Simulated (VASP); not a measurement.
Input of a VASP 6.6.1 run:

Contents of INCAR:

```
SYSTEM = TiCo
PREC     = Accurate       ! precision mode
ENCUT    = 600            ! plane-wave cutoff, eV
EDIFF    = 1E-6           ! SCF threshold, eV
ISMEAR   = 0              ! smearing method
SIGMA    = 0.1            ! smearing width, eV
LREAL    = .False.        ! projectors in reciprocal space
LASPH    = .True.         ! aspherical terms in the spheres
NELM     = 120            ! most SCF steps
ALGO     = Normal         ! electronic algorithm
ISIF     = 2              ! what is computed and relaxed
LWAVE    = .False.        ! write WAVECAR
LCHARG   = .False.        ! write CHGCAR
GGA      = PE             ! functional
NBANDS   = 18             ! bands
GGA_COMPAT= .False.
```

File KPOINTS:

```
Automatic mesh
0
Gamma
  14 14 14
  0 0 0
```

The input POSCAR:

```
TiCo
1.0
    2.9716371458      0.0000000000      0.0000000000
    0.0000000000      2.9716371458      0.0000000000
    0.0000000000      0.0000000000      2.9716371458
Co Ti
1 1
Direct
    0.0000000000      0.0000000000      0.0000000000
    0.5000000000      0.5000000000      0.5000000000
```

Potentials or basis: VASP PAW PBE potentials, release 64 (Co, Ti_sv).

Command:

```bash
$ cat potpaw_PBE.64/Co/POTCAR potpaw_PBE.64/Ti_sv/POTCAR > POTCAR
$ mpirun -np 1 vasp_std > vasp.out
```

Question: What does it give for the band gap on the k mesh?

Answer: Zero (an odd number of electrons rules out a gap without spin polarisation).

Question: Predict the pressure.

Answer: -0.5 GPa.

Caveat: the run has no spin polarisation, though such a crystal can be magnetic. Spin polarisation is off, so any magnetic state and its effect on volume and gap are missing.
